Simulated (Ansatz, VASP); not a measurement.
**Two plane-wave programs on SnO2**

File INCAR:

```
PREC     = Accurate       # precision mode
ENCUT    = 520            # plane-wave cutoff, eV
EDIFF    = 1E-7           # SCF threshold, eV
ISMEAR   = 0              # smearing method
SIGMA    = 0.05           # smearing width, eV
LREAL    = False          # projectors in reciprocal space
LASPH    = True           # aspherical terms in the spheres
NELM     = 60             # most SCF steps
ALGO     = Normal         # electronic algorithm
ISIF     = 2              # what is computed and relaxed
LWAVE    = False          # write WAVECAR
LCHARG   = False          # write CHGCAR
GGA      = PE             # functional
NBANDS   = 35             # bands
```

File KPOINTS:

```
regular mesh
0
Gamma
  6 6 8
```

The input POSCAR:

```
SnO2
1.0
    4.8277049961      0.0000000000      0.0000000000
    0.0000000000      4.8277049961      0.0000000000
    0.0000000000      0.0000000000      3.2379909406
Sn O
2 4
Direct
   -0.0414275520      0.0000000000      0.0000000000
    0.5000000000      0.5000000000      0.5000000000
    0.3066050863      0.3066050863      0.0000000000
    0.1933949137      0.8066050863      0.5000000000
    0.6933949137      0.6933949137      0.0000000000
    0.8066050863      0.1933949137      0.5000000000
```

Input for Ansatz:

```yaml
crystal:
  lattice:
    - [4.8277049961, 0.0, 0.0]
    - [0.0, 4.8277049961, 0.0]
    - [0.0, 0.0, 3.2379909406]
  atoms:
    - { symbol: Sn, position: [-0.041427552, 0.0, 0.0] }
    - { symbol: Sn, position: [0.5, 0.5, 0.5] }
    - { symbol: O, position: [0.3066050863, 0.3066050863, 0.0] }
    - { symbol: O, position: [0.1933949137, 0.8066050863, 0.5] }
    - { symbol: O, position: [0.6933949137, 0.6933949137, 0.0] }
    - { symbol: O, position: [0.8066050863, 0.1933949137, 0.5] }
basis:
  ecutwfc: 420
kpoints:
  mp_grid: { grid: [6, 6, 8] }
hamiltonian:
  xc: pbe
scf:
  occupations: { method: gaussian, width: 0.05 }
output:
  forces: true
  stress: true
  eigenvalues: true
```

Alike in both runs: task single point; functional PBE; k mesh 6 × 6 × 8; occupations gaussian, width 0.05 eV; no spin polarisation.

|  | VASP | Ansatz |
| --- | --- | --- |
| version | VASP 6.6.1 | Ansatz 0.2.0 |
| potentials or method | VASP PAW PBE potentials, release 64 (Sn_d, O), cutoff 520 eV | scalar-relativistic, plane waves, PAW |
| valence electrons in the cell | 52 | 52 |

```csv
,VASP,Ansatz,Ansatz less VASP
gap on the k mesh at the Fermi level (eV),0.36,0.38,+0.016
least direct gap on the mesh (eV),0.36,0.38,+0.016
pressure (GPa),2.7,2.1,-0.57
"traceless stress, the component that is largest in VASP (GPa)",-2.21,-2.08,+0.136
rms of the force components (eV/Å),1.168,1.154,-0.0144
```

Atom by atom the forces differ by 0.020 eV/Å (rms over components).
